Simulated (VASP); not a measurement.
# Li2O (Fm-3m) in VASP: single point with PBE

Aim: the single point of Li2O with PBE.

All numbers are computed with VASP 6.6.1; they aren't measurements. Logs are shortened: lines on timing, memory, paths and dates and some standing lists are left out, and cuts for length are marked.

**1. The cell of the first run**

The structure is cubic, space group Fm-3m (No. 225). The conventional cell has a = 4.624 Å, b = 4.624 Å, c = 4.624 Å, α = 90.00°, β = 90.00°, γ = 90.00°. O (site symmetry m-3m) has 8 Li at 2.00 Å within 2.7 Å. Within 2.7 Å of Li (site symmetry -43m) lie 4 O at 2.00 Å and 6 Li at 2.31 Å.

**2. Single point, PBE**

Contents of INCAR:

```
SYSTEM = Li2O
  ALGO = Normal
  EDIFF = 1E-6
  ENCUT = 750
  GGA = PE
  GGA_COMPAT = .False.
  ISIF = 2
  ISMEAR = -1
  LASPH = .True.
  LCHARG = .False.
  LREAL = .False.
  LWAVE = .False.
  NBANDS = 36
  NELM = 120
  PREC = Accurate
  SIGMA = 0.1
```

Contents of KPOINTS:

```
k-points
0
Gamma
  2 2 2
  0 0 0
```

Contents of POSCAR:

```
Li2O
1.0
    4.6243214700      0.0000000000      0.0000000000
    0.0000000000      4.6243214700      0.0000000000
    0.0000000000      0.0000000000      4.6243214700
O Li
4 8
Direct
    0.5000000000      0.5000000000      0.0000000000
    0.0000000000      0.0000000000      0.0000000000
    0.5000000000      0.0000000000      0.5000000000
    0.0000000000      0.5000000000      0.5000000000
    0.7500000000      0.2500000000      0.2500000000
    0.2500000000      0.7500000000      0.2500000000
    0.7500000000      0.7500000000      0.7500000000
    0.2500000000      0.2500000000      0.7500000000
    0.7500000000      0.7500000000      0.2500000000
    0.2500000000      0.2500000000      0.2500000000
    0.7500000000      0.2500000000      0.7500000000
    0.2500000000      0.7500000000      0.7500000000
```

Potentials or basis: VASP PAW PBE potentials, release 64 (O, Li_sv).

Launch:

```bash
$ cat potpaw_PBE.64/O/POTCAR potpaw_PBE.64/Li_sv/POTCAR > POTCAR
$ mpirun -np 1 vasp_std > vasp.out
```

OUTCAR:

```text
SYSTEM = Li2O
   EDIFF = 1E-6
   ENCUT = 750
   GGA = PE
   ISIF = 2
   ISMEAR = -1
   LASPH = .True.
   LREAL = .False.
   NELM = 120
   PREC = Accurate

 ion  position               nearest neighbor table
   1  0.500  0.500  0.000-   5 2.00   6 2.00   7 2.00   8 2.00   9 2.00  10 2.00  11 2.00  12 2.00

   2  0.000  0.000  0.000-   5 2.00   6 2.00   7 2.00   8 2.00   9 2.00  10 2.00  11 2.00  12 2.00

   3  0.500  0.000  0.500-   5 2.00   6 2.00   7 2.00   8 2.00   9 2.00  10 2.00  11 2.00  12 2.00

   4  0.000  0.500  0.500-   5 2.00   6 2.00   7 2.00   8 2.00   9 2.00  10 2.00  11 2.00  12 2.00

   5  0.750  0.250  0.250-   1 2.00   2 2.00   3 2.00   4 2.00   9 2.31  10 2.31  11 2.31  11 2.31
                             9 2.31  10 2.31
   6  0.250  0.750  0.250-   1 2.00   2 2.00   3 2.00   4 2.00   9 2.31  10 2.31  12 2.31  12 2.31
                            10 2.31   9 2.31
   7  0.750  0.750  0.750-   1 2.00   2 2.00   3 2.00   4 2.00   9 2.31  11 2.31  12 2.31   9 2.31
                            11 2.31  12 2.31
   8  0.250  0.250  0.750-   1 2.00   2 2.00   3 2.00   4 2.00  10 2.31  11 2.31  12 2.31  10 2.31
                            12 2.31  11 2.31
   9  0.750  0.750  0.250-   1 2.00   2 2.00   3 2.00   4 2.00   5 2.31   6 2.31   7 2.31   7 2.31
                             5 2.31   6 2.31
  10  0.250  0.250  0.250-   1 2.00   2 2.00   3 2.00   4 2.00   5 2.31   6 2.31   8 2.31   8 2.31
                             6 2.31   5 2.31
  11  0.750  0.250  0.750-   1 2.00   2 2.00   3 2.00   4 2.00   5 2.31   7 2.31   8 2.31   5 2.31
                             7 2.31   8 2.31
  12  0.250  0.750  0.750-   1 2.00   2 2.00   3 2.00   4 2.00   6 2.31   7 2.31   8 2.31   6 2.31
                             8 2.31   7 2.31

  LATTYP: Found a simple cubic cell.
 ALAT       =     4.6243214700

  Lattice vectors:

 A1 = (   4.6243214700,   0.0000000000,   0.0000000000)
 A2 = (   0.0000000000,   4.6243214700,   0.0000000000)
 A3 = (   0.0000000000,   0.0000000000,   4.6243214700)

Analysis of symmetry for initial positions (statically):
=====================================================================
 Subroutine PRICEL returns following result:

  LATTYP: Found a face centered cubic cell.
 ALAT       =     4.6243214700

  Lattice vectors:

 A1 = (   2.3121607350,  -2.3121607350,   0.0000000000)
 A2 = (   2.3121607350,   0.0000000000,   2.3121607350)
 A3 = (   0.0000000000,  -2.3121607350,   2.3121607350)

   4 primitive cells build up your supercell.

 Routine SETGRP: Setting up the symmetry group for a
 simple cubic supercell.

 Subroutine GETGRP returns: Found 48 space group operations
 (whereof 48 operations were pure point group operations)
 out of a pool of 48 trial point group operations.

The static configuration has the point symmetry O_h .

Analysis of symmetry for dynamics (positions and initial velocities):
=====================================================================
 Subroutine PRICEL returns following result:

  LATTYP: Found a face centered cubic cell.
 ALAT       =     4.6243214700

  Lattice vectors:

 A1 = (   2.3121607350,  -2.3121607350,   0.0000000000)
 A2 = (   2.3121607350,   0.0000000000,   2.3121607350)
 A3 = (   0.0000000000,  -2.3121607350,   2.3121607350)

   4 primitive cells build up your supercell.

 Routine SETGRP: Setting up the symmetry group for a
 simple cubic supercell.

 Subroutine GETGRP returns: Found 48 space group operations
 (whereof 48 operations were pure point group operations)
 out of a pool of 48 trial point group operations.

The dynamic configuration has the point symmetry O_h .

 Subroutine INISYM returns: Found 48 space group operations
 (whereof 48 operations are pure point group operations),
 and found     4 'primitive' translations

----------------------------------------------------------------------------------------

                                     Primitive cell

  volume of cell :      24.7220

  direct lattice vectors                    reciprocal lattice vectors
     2.312160735 -2.312160735  0.000000000     0.216247942 -0.216247942 -0.216247942
     2.312160735  0.000000000  2.312160735     0.216247942  0.216247942  0.216247942
     0.000000000 -2.312160735  2.312160735    -0.216247942 -0.216247942  0.216247942

  length of vectors
     3.269889070  3.269889070  3.269889070     0.374552422  0.374552422  0.374552422

  position of ions in fractional coordinates (direct lattice)
     1.000000000  0.000000000  0.000000000
     0.250000000  0.250000000  0.250000000
     0.750000000  0.750000000  0.750000000

  ion indices of the primitive-cell ions
   primitive index   ion index
                 1           1
                 2           5
                 3           9

----------------------------------------------------------------------------------------

 KPOINTS: k-points

Automatic generation of k-mesh.
 Grid dimensions read from file:
 generate k-points for:    2    2    2

 Generating k-lattice:

  Cartesian coordinates                     Fractional coordinates (reciprocal lattice)
     0.108123971  0.000000000  0.000000000     0.500000000  0.000000000  0.000000000
     0.000000000  0.108123971  0.000000000     0.000000000  0.500000000  0.000000000
     0.000000000  0.000000000  0.108123971     0.000000000  0.000000000  0.500000000

  Length of vectors
     0.108123971  0.108123971  0.108123971

  Shift w.r.t. Gamma in fractional coordinates (k-lattice)
     0.000000000  0.000000000  0.000000000

 Subroutine IBZKPT returns following result:
 ===========================================

 Found      4 irreducible k-points:

 Following reciprocal coordinates:
            Coordinates               Weight
  0.000000  0.000000  0.000000      1.000000
  0.500000  0.000000  0.000000      3.000000
  0.500000  0.500000  0.000000      3.000000
  0.500000  0.500000  0.500000      1.000000
   k-points           NKPTS =      4   k-points in BZ     NKDIM =      4   number of bands    NBANDS=     36
   number of dos      NEDOS =    301   number of ions     NIONS =     12
   total plane-waves  NPLWV =  74088
   dimension x,y,z NGX =    42 NGY =   42 NGZ =   42
   dimension x,y,z NGXF=    84 NGYF=   84 NGZF=   84
   ions per type =               4   8
   NGX,Y,Z   is equivalent  to a cutoff of  15.10, 15.10, 15.10 a.u.
   NGXF,Y,Z  is equivalent  to a cutoff of  30.20, 30.20, 30.20 a.u.
 SYSTEM =  Li2O
   PREC   = accura    normal or accurate (medium, high low for compatibility)
   ISTART =      0    job   : 0-new  1-cont  2-samecut
   ICHARG =      2    charge: 1-file 2-atom 10-const
   ISPIN  =      1    spin polarized calculation?
   LNONCOLLINEAR =      F non collinear calculations
   LSORBIT =      F    spin-orbit coupling
   LASPH  =      T    aspherical Exc in radial PAW
   ENCUT  =  750.0 eV  55.12 Ry    7.42 a.u.  10.33 10.33 10.33*2*pi/ulx,y,z
   NELM   =    120;   NELMIN=  2; NELMDL= -5     # of ELM steps
   EDIFF  = 0.1E-05   stopping-criterion for ELM
   LREAL  =      F    real-space projection
   EDIFFG = 0.1E-04   stopping-criterion for IOM
   NSW    =      0    number of steps for IOM
   IBRION =     -1    ionic relax: 0-MD 1-quasi-New 2-CG
   NFREE  =      0    steps in history (QN), initial steepest desc. (CG)
   ISIF   =      2    stress and relaxation
   ISYM   =      2    0-nonsym 1-usesym 2-fastsym
   POTIM  = 0.5000    time-step for ionic-motion
   TEBEG  =    0.0;   TEEND  =   0.0 temperature during run
   PSTRESS=    0.0 pullay stress
   NELECT =      48.0000    total number of electrons
   NUPDOWN=      -1.0000    fix difference up-down
   EMIN   =  10.00;   EMAX   =-10.00  energy-range for DOS
   EFERMI =   0.00;   METHOD = LEGACY
   ISMEAR =    -1;   SIGMA  =   0.10  broadening in eV -4-tet -1-fermi 0-gaus
   EFERMI_NEDOS =   21; number of points for ismear=-14 and -15
   IALGO  =     38    algorithm
   IMIX   =      4    mixing-type and parameters
     AMIX     =   0.40;   BMIX     =  1.00
     AMIX_MAG =   1.60;   BMIX_MAG =  1.00
  volume/ion in A,a.u.               =       8.24        55.61
  Fermi-wavevector in a.u.,A,eV,Ry     =   1.286591  2.431305 22.521952  1.655317
  Thomas-Fermi vector in A             =   2.418656
   LORBIT       =      0    0 simple, 1 ext, 2 COOP (PROOUT), +10 PAW based schemes
   GGA     = PE    functional components
   LHFCALC =     F    Hartree Fock is set to
   AEXX    =    0.0000 exact exchange contribution
   IVDW    =     0    specifies the selected vdW correction
   LEPSILON=     F    determine dielectric tensor
   LRPA    =     F    only Hartree local field effects (RPA)
 non-spin polarized calculation
  energy-cutoff  :      750.00
  volume of cell :       98.89
 maximum number of plane-waves:      4636
 NGX is ok and might be reduce to    42
   NGX = 21   NGY = 21   NGZ = 21

 number of electron      47.9999987 magnetization

 Free energy of the ion-electron system (eV)
  ---------------------------------------------------
  ext. energy  EPLUGINS =         0.00000000
  ---------------------------------------------------
  free energy    TOTEN  =       -57.39933262 eV

  energy without entropy =      -57.39933262  energy(sigma->0) =      -57.39933262

 E-fermi :   3.6526     XC(G=0):  -9.7363

 val. band max:        1.3252046175   @ k =   0.0000   0.0000   0.0000
 cond. band min:       6.2950692024   @ k =   0.0000   0.0000   0.0000
 fundamental gap:      4.9698645850
 Fermi energy:         3.6525929937

 k-point     1 :       0.0000    0.0000    0.0000
  band No.  band energies     occupation
      1     -41.6705      2.00000
      2     -41.5427      2.00000
      3     -41.5427      2.00000
      4     -41.5427      2.00000
      5     -41.4364      2.00000
      6     -41.4364      2.00000
[... 28 lines left out ...]
     35      14.8297      0.00000
     36      14.8297      0.00000

 k-point     2 :       0.5000    0.0000    0.0000
  band No.  band energies     occupation
      1     -41.6068      2.00000
      2     -41.6068      2.00000
      3     -41.4897      2.00000
      4     -41.4897      2.00000
      5     -41.4897      2.00000
      6     -41.4897      2.00000
[... 28 lines left out ...]
     35      14.8584      0.00000
     36      14.9361      0.00000

 k-point     3 :       0.5000    0.5000    0.0000
  band No.  band energies     occupation
      1     -41.5485      2.00000
      2     -41.5485      2.00000
      3     -41.5485      2.00000
      4     -41.5485      2.00000
      5     -41.4403      2.00000
      6     -41.4403      2.00000
[... 28 lines left out ...]
     35      14.5853      0.00000
     36      14.6072      0.00000

 k-point     4 :       0.5000    0.5000    0.5000
  band No.  band energies     occupation
      1     -41.4951      2.00000
      2     -41.4951      2.00000
      3     -41.4951      2.00000
      4     -41.4951      2.00000
      5     -41.4940      2.00000
      6     -41.4940      2.00000
[... 28 lines left out ...]
     35      13.3654      0.00000
     36      13.3654      0.00000

------------------------ aborting loop because EDIFF is reached ----------------------------------------

  FORCE on cell =-STRESS in cart. coord.  units (eV):
  Direction    XX          YY          ZZ          XY          YZ          ZX
  --------------------------------------------------------------------------------------
  -------------------------------------------------------------------------------------
  Total       -0.1089075     -0.1089075     -0.1089075      0.0000000      0.0000000      0.0000000
  in kB       -1.7645100     -1.7645100     -1.7645100      0.0000000      0.0000000      0.0000000
  external PRESSURE =      -1.7645100 kB  Pullay stress =       0.0000000 kB

 VOLUME and BASIS-vectors are now :
 -----------------------------------------------------------------------------
  energy-cutoff  :      750.00
  volume of cell :       98.89
      direct lattice vectors                 reciprocal lattice vectors
     4.624321470  0.000000000  0.000000000     0.216247942  0.000000000  0.000000000
     0.000000000  4.624321470  0.000000000     0.000000000  0.216247942  0.000000000
     0.000000000  0.000000000  4.624321470     0.000000000  0.000000000  0.216247942

 POSITION                                       TOTAL-FORCE (eV/Angst)
 -----------------------------------------------------------------------------------
      2.31216      2.31216      0.00000        -0.000000     -0.000000     -0.000000
      0.00000      0.00000      0.00000        -0.000000      0.000000     -0.000000
      2.31216      0.00000      2.31216        -0.000000     -0.000000     -0.000000
      0.00000      2.31216      2.31216         0.000000     -0.000000     -0.000000
      3.46824      1.15608      1.15608        -0.000000     -0.000000     -0.000000
      1.15608      3.46824      1.15608        -0.000000      0.000000     -0.000000
      3.46824      3.46824      3.46824         0.000000      0.000000     -0.000000
      1.15608      1.15608      3.46824        -0.000000      0.000000      0.000000
      3.46824      3.46824      1.15608         0.000000      0.000000      0.000000
      1.15608      1.15608      1.15608        -0.000000      0.000000      0.000000
      3.46824      1.15608      3.46824        -0.000000      0.000000      0.000000
      1.15608      3.46824      3.46824         0.000000      0.000000      0.000000
 -----------------------------------------------------------------------------------
    total drift:                                0.000000      0.000000      0.000000

  FREE ENERGIE OF THE ION-ELECTRON SYSTEM (eV)
  ---------------------------------------------------
  free  energy   TOTEN  =       -57.3993326186 eV

  energy  without entropy=      -57.3993326185  energy(sigma->0) =      -57.39933262
```

It took 28 s on 1 thread of Intel Xeon Platinum 8375C at 2.90GHz (Ice Lake), shared host; peak memory 0.24 GiB.

Results:

```yaml
Free_energy: -57.3993 eV
Pressure: -0.2 GPa
Band_gap_on_the_k_mesh: 4.97 eV
```

Levels at points of the mesh, in eV from the valence-band top:
| k point | band 20 | band 21 | band 22 | band 23 | band 24 | band 25 | band 26 | band 27 | band 28 | band 29 |
| --- | --- | --- | --- | --- | --- | --- | --- | --- | --- | --- |
| (0.00, 0.00, 0.00) | -1.38 | -1.38 | 0.00 | 0.00 | 0.00 | 4.97 | 4.97 | 4.97 | 5.24 | 11.91 |
| (0.50, 0.00, 0.00) | -1.07 | -0.74 | -0.74 | -0.74 | -0.74 | 6.08 | 6.08 | 7.16 | 7.16 | 10.40 |
| (0.50, 0.50, 0.00) | -1.12 | -0.47 | -0.47 | -0.47 | -0.47 | 7.84 | 7.84 | 7.84 | 7.84 | 10.29 |
| (0.50, 0.50, 0.50) | -0.44 | -0.44 | -0.44 | -0.44 | -0.44 | 9.19 | 9.19 | 9.19 | 9.19 | 9.78 |

Caveat: the k points lie up to 0.68 Å⁻¹ apart.
